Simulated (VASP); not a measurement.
# ZnS (P6_3mc) in VASP: notebook, part 2 of 2

VASP 6.6.1. Earlier steps stand in the parts before.

### Step 3. Single point, PBE exchange alone

The input, INCAR:

```
PREC = Accurate
ENCUT = 520
EDIFF = 1E-6
ISMEAR = -1
SIGMA = 0.05
LREAL = False
LASPH = True
NELM = 80
ALGO = Normal
ISIF = 2
LWAVE = False
LCHARG = False
GGA = PE
ALDAC = 0.0
AGGAC = 0.0
NBANDS = 66
```

The input, KPOINTS:

```
regular mesh
0
Gamma
  8 8 2
```

The input, POSCAR:

```
ZnS
1.0
    3.7604801709      0.0000000000      0.0000000000
   -1.8802400855      3.2566713584      0.0000000000
    0.0000000000      0.0000000000     18.4373916028
Zn S
6 6
Direct
    0.3333333333      0.6666666667      0.8333300000
    0.6666666667      0.3333333333      0.3333300000
    0.6666666667      0.3333333333      0.6666700000
    0.3333333333      0.6666666667      0.1666700000
    0.0000000000      0.0000000000      0.5000000000
    0.0000000000      0.0000000000      0.0000000000
    0.3333333333      0.6666666667      0.9583300000
    0.6666666667      0.3333333333      0.4583300000
    0.6666666667      0.3333333333      0.7916700000
    0.3333333333      0.6666666667      0.2916700000
    0.0000000000      0.0000000000      0.6250000000
    0.0000000000      0.0000000000      0.1250000000
```

Potentials or basis: VASP PAW PBE potentials, release 64 (Zn, S).

The run is started by

```bash
$ cat potpaw_PBE.64/Zn/POTCAR potpaw_PBE.64/S/POTCAR > POTCAR
$ mpirun -np 1 vasp_std > vasp.out
```

OUTCAR:

```text
PREC = Accurate
   ENCUT = 520
   EDIFF = 1E-6
   ISMEAR = -1
   LREAL = False
   LASPH = True
   NELM = 80
   ISIF = 2
   GGA = PE

 ion  position               nearest neighbor table
   1  0.333  0.667  0.833-   9 2.30   9 2.30   9 2.30   7 2.30
   2  0.667  0.333  0.333-  10 2.30  10 2.30  10 2.30   8 2.30
   3  0.667  0.333  0.667-  11 2.30  11 2.30  11 2.30   9 2.30
   4  0.333  0.667  0.167-  12 2.30  12 2.30  12 2.30  10 2.30
   5  0.000  0.000  0.500-   8 2.30   8 2.30   8 2.30  11 2.30
   6  0.000  0.000  0.000-   7 2.30   7 2.30   7 2.30  12 2.30
   7  0.333  0.667  0.958-   6 2.30   6 2.30   6 2.30   1 2.30
   8  0.667  0.333  0.458-   5 2.30   5 2.30   5 2.30   2 2.30
   9  0.667  0.333  0.792-   1 2.30   1 2.30   1 2.30   3 2.30
  10  0.333  0.667  0.292-   2 2.30   2 2.30   2 2.30   4 2.30
  11  0.000  0.000  0.625-   3 2.30   3 2.30   3 2.30   5 2.30
  12  0.000  0.000  0.125-   4 2.30   4 2.30   4 2.30   6 2.30

  LATTYP: Found a hexagonal cell.
 ALAT       =     3.7604801709
 C/A-ratio  =     4.9029354670

  Lattice vectors:

 A1 = (   3.7604801709,   0.0000000000,   0.0000000000)
 A2 = (  -1.8802400855,   3.2566713584,   0.0000000000)
 A3 = (   0.0000000000,   0.0000000000,  18.4373916028)

Analysis of symmetry for initial positions (statically):
=====================================================================
 Subroutine PRICEL returns:
 Original cell was already a primitive cell.

 Routine SETGRP: Setting up the symmetry group for a
 hexagonal supercell.

 Subroutine GETGRP returns: Found 12 space group operations
 (whereof  6 operations were pure point group operations)
 out of a pool of 24 trial point group operations.

The static configuration has the point symmetry C_3v.
 The point group associated with its full space group is C_6v.

Analysis of symmetry for dynamics (positions and initial velocities):
=====================================================================
[... 155 lines left out ...]
   LEPSILON=     F    determine dielectric tensor
   LRPA    =     F    only Hartree local field effects (RPA)
 non-spin polarized calculation
  energy-cutoff  :      520.00
  volume of cell :      225.80
 maximum number of plane-waves:      6113
 NGX is ok and might be reduce to    28
   NGX = 13   NGY = 13   NGZ = 69

 number of electron     107.9999986 magnetization

 Free energy of the ion-electron system (eV)
  ---------------------------------------------------
  ext. energy  EPLUGINS =         0.00000000
  ---------------------------------------------------
  free energy    TOTEN  =       -25.74762237 eV

  energy without entropy =      -25.74762237  energy(sigma->0) =      -25.74762237

 E-fermi :   5.0681     XC(G=0):  -8.2453

 val. band max:        4.0512190209   @ k =   0.0000   0.0000   0.0000
 cond. band min:       6.4581227921   @ k =   0.0000   0.0000   0.0000
 fundamental gap:      2.4069037713
 Fermi energy:         5.0681449752

 k-point     1 :       0.0000    0.0000    0.0000
  band No.  band energies     occupation
      1      -9.4232      2.00000
      2      -9.2086      2.00000
      3      -9.2007      2.00000
      4      -8.7103      2.00000
      5      -8.7029      2.00000
      6      -8.4164      2.00000
[... 1369 lines left out ...]
     65      10.8196      0.00000
     66      10.8196      0.00000

------------------------ aborting loop because EDIFF is reached ----------------------------------------

  FORCE on cell =-STRESS in cart. coord.  units (eV):
  Direction    XX          YY          ZZ          XY          YZ          ZX
  --------------------------------------------------------------------------------------
  -------------------------------------------------------------------------------------
  Total       23.9217664     23.9217664     24.1795984     -0.0000000      0.0000000      0.0000000
  in kB      169.7411381    169.7411381    171.5706308     -0.0000000      0.0000000      0.0000000
  external PRESSURE =     170.3509690 kB  Pullay stress =       0.0000000 kB

 VOLUME and BASIS-vectors are now :
 -----------------------------------------------------------------------------
  energy-cutoff  :      520.00
  volume of cell :      225.80
      direct lattice vectors                 reciprocal lattice vectors
     3.760480171  0.000000000  0.000000000     0.265923487  0.153530997  0.000000000
    -1.880240086  3.256671358  0.000000000     0.000000000  0.307061994  0.000000000
     0.000000000  0.000000000 18.437391603     0.000000000  0.000000000  0.054237607

 POSITION                                       TOTAL-FORCE (eV/Angst)
 -----------------------------------------------------------------------------------
     -0.00000      2.17111     15.36443         0.000000     -0.000000      0.005716
      1.88024      1.08556      6.14574        -0.000000      0.000000      0.005716
      1.88024      1.08556     12.29166         0.000000      0.000000      0.039020
     -0.00000      2.17111      3.07296        -0.000000     -0.000000      0.039020
      0.00000      0.00000      9.21870        -0.000000      0.000000     -0.004030
      0.00000      0.00000      0.00000        -0.000000     -0.000000     -0.004030
     -0.00000      2.17111     17.66911         0.000000      0.000000     -0.052603
      1.88024      1.08556      8.45041        -0.000000      0.000000     -0.052603
      1.88024      1.08556     14.59633        -0.000000      0.000000     -0.010581
     -0.00000      2.17111      5.37763         0.000000     -0.000000     -0.010581
      0.00000      0.00000     11.52337        -0.000000      0.000000      0.022479
      0.00000      0.00000      2.30467        -0.000000     -0.000000      0.022479
 -----------------------------------------------------------------------------------
    total drift:                               -0.000003     -0.000005      0.000036

  FREE ENERGIE OF THE ION-ELECTRON SYSTEM (eV)
  ---------------------------------------------------
  free  energy   TOTEN  =       -25.7476223681 eV

  energy  without entropy=      -25.7476223680  energy(sigma->0) =      -25.74762237
```

Wall time 3.7 min (1 thread of AMD EPYC 9R45 (Zen 5), shared host); peak memory 0.4 GiB.

Results:

```
Free energy            : -25.7476 eV
Pressure               : 17.0 GPa
Largest force          : 0.053 eV/Å
Band gap on the k mesh : 2.41 eV
```

Forces in eV/Å, atoms in the order of the input:
```
Zn   0.000  0.000  0.006
Zn   0.000  0.000  0.006
Zn   0.000  0.000  0.039
Zn   0.000  0.000  0.039
Zn   0.000  0.000 -0.004
Zn   0.000  0.000 -0.004
S    0.000  0.000 -0.053
S    0.000  0.000 -0.053
S    0.000  0.000 -0.011
S    0.000  0.000 -0.011
S    0.000  0.000  0.022
S    0.000  0.000  0.022
```

Caveat: the cell stands under pressure. A k mesh can miss the band edges.

### Step 4. Single point, PBE exchange alone

This run uses another cell than the first one, of 19.60 Å³/atom.

INCAR, as its differences from that of step 3:

```diff
@@ -7,3 +7,3 @@
 LASPH = True
-NELM = 80
+NELM = 100
 ALGO = Normal
```

The input, KPOINTS:

```
Automatic mesh
0
Gamma
  8 8 2
```

POSCAR, as its differences from that of step 3:

```diff
@@ -2,5 +2,5 @@
 1.0
-    3.7604801709      0.0000000000      0.0000000000
-   -1.8802400855      3.2566713584      0.0000000000
-    0.0000000000      0.0000000000     18.4373916028
+    3.8120000000      0.0000000000      0.0000000000
+   -1.9060000000      3.3012888392      0.0000000000
+    0.0000000000      0.0000000000     18.6899900000
 Zn S
```

Potentials or basis: VASP PAW PBE potentials, release 64 (Zn, S).

The run is started by

```bash
$ cat potpaw_PBE.64/Zn/POTCAR potpaw_PBE.64/S/POTCAR > POTCAR
$ mpirun -np 1 vasp_std > vasp.out
```

OUTCAR:

```text
PREC = Accurate
   ENCUT = 520
   EDIFF = 1E-6
   ISMEAR = -1
   LREAL = False
   LASPH = True
   NELM = 100
   ISIF = 2
   GGA = PE

 ion  position               nearest neighbor table
   1  0.333  0.667  0.833-   9 2.33   9 2.33   9 2.33   7 2.34
   2  0.667  0.333  0.333-  10 2.33  10 2.33  10 2.33   8 2.34
   3  0.667  0.333  0.667-  11 2.33  11 2.33  11 2.33   9 2.34
   4  0.333  0.667  0.167-  12 2.33  12 2.33  12 2.33  10 2.34
   5  0.000  0.000  0.500-   8 2.33   8 2.33   8 2.33  11 2.34
   6  0.000  0.000  0.000-   7 2.33   7 2.33   7 2.33  12 2.34
   7  0.333  0.667  0.958-   6 2.33   6 2.33   6 2.33   1 2.34
   8  0.667  0.333  0.458-   5 2.33   5 2.33   5 2.33   2 2.34
   9  0.667  0.333  0.792-   1 2.33   1 2.33   1 2.33   3 2.34
  10  0.333  0.667  0.292-   2 2.33   2 2.33   2 2.33   4 2.34
  11  0.000  0.000  0.625-   3 2.33   3 2.33   3 2.33   5 2.34
  12  0.000  0.000  0.125-   4 2.33   4 2.33   4 2.33   6 2.34

  LATTYP: Found a hexagonal cell.
 ALAT       =     3.8120000000
 C/A-ratio  =     4.9029354669

  Lattice vectors:

 A1 = (   3.8120000000,   0.0000000000,   0.0000000000)
 A2 = (  -1.9060000000,   3.3012888392,   0.0000000000)
 A3 = (   0.0000000000,   0.0000000000,  18.6899900000)

Analysis of symmetry for initial positions (statically):
=====================================================================
 Subroutine PRICEL returns:
 Original cell was already a primitive cell.

 Routine SETGRP: Setting up the symmetry group for a
 hexagonal supercell.

 Subroutine GETGRP returns: Found 12 space group operations
 (whereof  6 operations were pure point group operations)
 out of a pool of 24 trial point group operations.

The static configuration has the point symmetry C_3v.
 The point group associated with its full space group is C_6v.

Analysis of symmetry for dynamics (positions and initial velocities):
[... 155 lines left out ...]
   IVDW    =     0    specifies the selected vdW correction
   LEPSILON=     F    determine dielectric tensor
   LRPA    =     F    only Hartree local field effects (RPA)
 non-spin polarized calculation
  energy-cutoff  :      520.00
  volume of cell :      235.20
 maximum number of plane-waves:      6376
   NGX = 15   NGY = 15   NGZ = 69

 number of electron     107.9999995 magnetization

 Free energy of the ion-electron system (eV)
  ---------------------------------------------------
  ext. energy  EPLUGINS =         0.00000000
  ---------------------------------------------------
  free energy    TOTEN  =       -26.62444030 eV

  energy without entropy =      -26.62444030  energy(sigma->0) =      -26.62444030

 E-fermi :   4.6655     XC(G=0):  -8.0724

 val. band max:        3.6441512710   @ k =   0.0000   0.0000   0.0000
 cond. band min:       5.8526757178   @ k =   0.0000   0.0000   0.0000
 fundamental gap:      2.2085244468
 Fermi energy:         4.6655341085

 k-point     1 :       0.0000    0.0000    0.0000
  band No.  band energies     occupation
      1      -9.5365      2.00000
      2      -9.3366      2.00000
      3      -9.3290      2.00000
      4      -8.8756      2.00000
      5      -8.8681      2.00000
      6      -8.6058      2.00000
[... 1369 lines left out ...]
     65      10.3685      0.00000
     66      10.3685      0.00000

------------------------ aborting loop because EDIFF is reached ----------------------------------------

  FORCE on cell =-STRESS in cart. coord.  units (eV):
  Direction    XX          YY          ZZ          XY          YZ          ZX
  --------------------------------------------------------------------------------------
  -------------------------------------------------------------------------------------
  Total       18.5096959     18.5096959     18.7372914      0.0000000      0.0000000      0.0000000
  in kB      126.0852784    126.0852784    127.6356247      0.0000000      0.0000000      0.0000000
  external PRESSURE =     126.6020605 kB  Pullay stress =       0.0000000 kB

 VOLUME and BASIS-vectors are now :
 -----------------------------------------------------------------------------
  energy-cutoff  :      520.00
  volume of cell :      235.20
      direct lattice vectors                 reciprocal lattice vectors
     3.812000000  0.000000000  0.000000000     0.262329486  0.151455999  0.000000000
    -1.906000000  3.301288839  0.000000000     0.000000000  0.302911999  0.000000000
     0.000000000  0.000000000 18.689990000     0.000000000  0.000000000  0.053504577

 POSITION                                       TOTAL-FORCE (eV/Angst)
 -----------------------------------------------------------------------------------
     -0.00000      2.20086     15.57493         0.000000      0.000000      0.003388
      1.90600      1.10043      6.22993        -0.000000     -0.000000      0.003388
      1.90600      1.10043     12.46006        -0.000000      0.000000      0.031749
     -0.00000      2.20086      3.11506         0.000000      0.000000      0.031749
      0.00000      0.00000      9.34500         0.000000     -0.000000     -0.004288
      0.00000      0.00000      0.00000        -0.000000      0.000000     -0.004288
     -0.00000      2.20086     17.91118         0.000000      0.000000     -0.045825
      1.90600      1.10043      8.56618         0.000000      0.000000     -0.045825
      1.90600      1.10043     14.79630         0.000000      0.000000     -0.007894
     -0.00000      2.20086      5.45131         0.000000     -0.000000     -0.007894
      0.00000      0.00000     11.68124        -0.000000      0.000000      0.022869
      0.00000      0.00000      2.33625        -0.000000      0.000000      0.022869
 -----------------------------------------------------------------------------------
    total drift:                               -0.000002     -0.000003     -0.000781

  FREE ENERGIE OF THE ION-ELECTRON SYSTEM (eV)
  ---------------------------------------------------
  free  energy   TOTEN  =       -26.6244402958 eV

  energy  without entropy=      -26.6244402957  energy(sigma->0) =      -26.62444030
```

OSZICAR:

```text
N       E                     dE             d eps       ncg     rms          rms(c)
DAV:   1     0.984634382779E+03    0.98463E+03   -0.49092E+04  2640   0.198E+03
DAV:   2     0.127319903861E+03   -0.85731E+03   -0.82317E+03  2640   0.474E+02
DAV:   3    -0.203711476917E+02   -0.14769E+03   -0.14363E+03  2896   0.176E+02
DAV:   4    -0.296165265934E+02   -0.92454E+01   -0.91867E+01  3082   0.441E+01
DAV:   5    -0.298018542611E+02   -0.18533E+00   -0.18512E+00  3192   0.636E+00    0.171E+01
DAV:   6    -0.263914518853E+02    0.34104E+01   -0.82627E+00  3854   0.545E+01    0.137E+01
DAV:   7    -0.267411758665E+02   -0.34972E+00   -0.98951E+00  2984   0.103E+01    0.761E+00
DAV:   8    -0.266349165977E+02    0.10626E+00   -0.47947E-01  3382   0.619E+00    0.208E+00
DAV:   9    -0.266250453511E+02    0.98712E-02   -0.16618E-01  3472   0.401E+00    0.394E-01
DAV:  10    -0.266239738990E+02    0.10715E-02   -0.98983E-03  3328   0.958E-01    0.315E-01
DAV:  11    -0.266241813167E+02   -0.20742E-03   -0.16248E-03  3376   0.261E-01    0.314E-01
DAV:  12    -0.266252845831E+02   -0.11033E-02   -0.15563E-03  2784   0.202E-01    0.391E-01
DAV:  13    -0.266243889483E+02    0.89563E-03   -0.24643E-03  3508   0.452E-01    0.111E-01
DAV:  14    -0.266244399793E+02   -0.51031E-04   -0.52068E-04  2800   0.933E-02    0.697E-02
DAV:  15    -0.266244402958E+02   -0.31657E-06   -0.81127E-06  3246   0.169E-02
   1 F= -.26624440E+02 E0= -.26624440E+02  d E =-.110488E-09
```

It took 5.9 min on 1 thread of Intel Xeon Platinum 8259CL at 2.50GHz (Skylake/Cascade Lake), shared host; peak memory 0.45 GiB.

Results:

```
Free energy            : -26.6244 eV
Pressure               : 12.7 GPa
Largest force          : 0.046 eV/Å
Band gap on the k mesh : 2.21 eV
```

Forces on the atoms (eV/Å):
```
Zn   0.000  0.000  0.003
Zn   0.000  0.000  0.003
Zn   0.000  0.000  0.032
Zn   0.000  0.000  0.032
Zn   0.000  0.000 -0.004
Zn   0.000  0.000 -0.004
S    0.000  0.000 -0.046
S    0.000  0.000 -0.046
S    0.000  0.000 -0.008
S    0.000  0.000 -0.008
S    0.000  0.000  0.023
S    0.000  0.000  0.023
```

Levels at points of the mesh, in eV from the valence-band top:
```tsv
k point	band 52	band 53	band 54	band 55	band 56	band 57
(0.00, 0.00, 0.00)	-0.02	0.00	0.00	2.21	3.24	3.29
(0.50, 0.00, 0.00)	-1.26	-1.08	-0.88	3.48	3.64	3.71
(0.00, 0.00, 0.50)	-0.07	-0.07	-0.07	2.68	2.68	3.30
(0.50, 0.00, 0.50)	-1.21	-0.98	-0.98	3.44	3.44	3.91
```

Caveat: the cell stands under pressure. A k mesh can miss the band edges.

### Step 5. The runs side by side

```tsv
level	cell	gap on the mesh (eV)	pressure (GPa)	largest force (eV/Å)
RPBE+D3(BJ)	a = 3.760, b = 3.760, c = 18.437 Å, angles 90.0, 90.0, 120.0°, 12 atoms	2.52	-2.8	0.02
PBE exchange alone	a = 3.760, b = 3.760, c = 18.437 Å, angles 90.0, 90.0, 120.0°, 12 atoms	2.41	17.0	0.05
PBE exchange alone	a = 3.812, b = 3.812, c = 18.690 Å, angles 90.0, 90.0, 120.0°, 12 atoms	2.21	12.7	0.05
```

Alike in all rows: task single point; potentials or basis VASP PAW PBE potentials, release 64 (Zn, S); no spin polarisation; k mesh 8 × 8 × 2; cutoff (eV) 520; smearing fermi-dirac 0.05 eV.

Caveats: the cell stands under pressure (at least some runs); the dispersion term is far too large for a dense solid, which distorts pressure and volume (at least some runs); the PAW data sets were made with another functional, which shifts forces and pressure a little (at least some runs).

Absolute energies hang on the potentials; compare differences alone.
